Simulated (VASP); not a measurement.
SrO, 2 atoms in the cell. It takes space group I4/mmm (No. 139, tetragonal). Conventional cell: a = 3.453 Å, b = 3.453 Å, c = 5.011 Å, α = 90.00°, β = 90.00°, γ = 90.00°. Within 3.2 Å of Sr (site symmetry 4/mmm) lie 6 O at 2.44 to 2.51 Å. Within 3.2 Å of O (site symmetry 4/mmm) lie 6 Sr at 2.44 to 2.51 Å.  This cell differs from its parent crystal: strain -0.050 along x and y, -0.025 along z.

* Program: VASP 6.6.1
* Task: single point
* Functional: LDA
* Potentials or basis: VASP PAW LDA potentials, release 64 (Sr_sv, O_h)
* Cutoff: 1340 eV
* k mesh: 8 × 8 × 8
* Occupations: gaussian, width 0.05 eV
* Spin: no spin polarisation
* Dipole correction: no
* Further INCAR settings: ALGO = Normal; EDIFF = 1e-06; NBANDS = 15

Potentials or basis: VASP PAW LDA potentials, release 64 (Sr_sv, O_h).

Command:

```console
$ cat potpaw_LDA.64/Sr_sv/POTCAR potpaw_LDA.64/O_h/POTCAR > POTCAR
$ mpirun -np 1 vasp_std > vasp.out
```

Hardware: 1 thread of Intel(R) Xeon(R) Platinum 8488C (Sapphire Rapids), with other jobs on the host.

Q: How long does it take, and how much memory?

A: Run time: 76 s on 1 thread of Intel(R) Xeon(R) Platinum 8488C (Sapphire Rapids), on a shared host, peak memory 0.3 GiB. Counts: scf iterations 13, k points 59.
